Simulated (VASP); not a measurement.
Wanted: the native input for a VASP 6.6.1 run.

- Task: single point
- Functional: PBE-based screened hybrid with 25 % exact exchange
- Potentials or basis: VASP PAW PBE potentials, release 64 (P, B)
- Cutoff: 520 eV
- k mesh: 5 × 5 × 5
- Occupations: fermi-dirac, width 0.05 eV
- Spin: no spin polarisation
- Dipole correction: no
- Grid for exact exchange (PRECFOCK): Normal
- Share of exact exchange: 0.25
- Further INCAR settings: ALGO = Normal; EDIFF = 1e-06; NBANDS = 11
- Screening parameter: 0.3 1/Å

Crystal: BP.

```
P B
1.0
     0.00000    2.28403    2.28403
     2.28403    0.00000    2.28403
     2.28403    2.28403    0.00000
P B
1 1
Direct
  0.75000 0.75000 0.75000
  0.00000 0.00000 0.00000
```

The input as run:

POSCAR

```
BP
1.0
    0.0000000000      2.2840269280      2.2840269280
    2.2840269280      0.0000000000      2.2840269280
    2.2840269280      2.2840269280      0.0000000000
P B
1 1
Direct
    0.7500000000      0.7500000000      0.7500000000
    0.0000000000      0.0000000000      0.0000000000
```

INCAR.step1

```
SYSTEM = BP
  PREC = Accurate
  ENCUT = 520
  EDIFF = 1E-5
  ISMEAR = -1
  SIGMA = 0.05
  LREAL = .FALSE.
  LASPH = .TRUE.
  NELM = 80
  ALGO = Normal
  ISIF = 2
  LWAVE = .TRUE.
  NBANDS = 11
  GGA = PE
```

INCAR.step2

```
SYSTEM = BP
  PREC = Accurate
  ENCUT = 520
  EDIFF = 1E-6
  ISMEAR = -1
  SIGMA = 0.05
  LREAL = .FALSE.
  LASPH = .TRUE.
  NELM = 80
  ALGO = Normal
  ISIF = 2
  LWAVE = .FALSE.
  LCHARG = .TRUE.
  GGA = PE
  LHFCALC = .TRUE.
  AEXX = 0.25
  HFSCREEN = 0.3
  PRECFOCK = Normal
  LELF = .TRUE.
  LVHAR = .TRUE.
  NBANDS = 11
  ISTART = 1
```

KPOINTS

```
regular mesh
0
G
  5 5 5
  0 0 0
```

Potentials or basis: VASP PAW PBE potentials, release 64 (P, B).

Run with:

```console
$ cat potpaw_PBE.64/P/POTCAR potpaw_PBE.64/B/POTCAR > POTCAR
$ cp INCAR.step1 INCAR
$ mpirun -np 1 vasp_std > vasp.out
$ cp INCAR.step2 INCAR
$ mpirun -np 1 vasp_std > vasp.out
```

It gave:

```
Pressure               : -4.7 GPa
Band gap on the k mesh : 1.82 eV (least direct gap 4.12 eV)
```

Caveat: the k points lie up to 0.48 Å⁻¹ apart; the PAW data sets were made with another functional, which shifts forces and pressure a little; an odd mesh through Γ misses points on the zone boundary, where band edges can lie.

Run time: 2.3 min on 1 thread of Intel(R) Xeon(R) Platinum 8488C (Sapphire Rapids), on a shared host, peak memory 0.24 GiB.
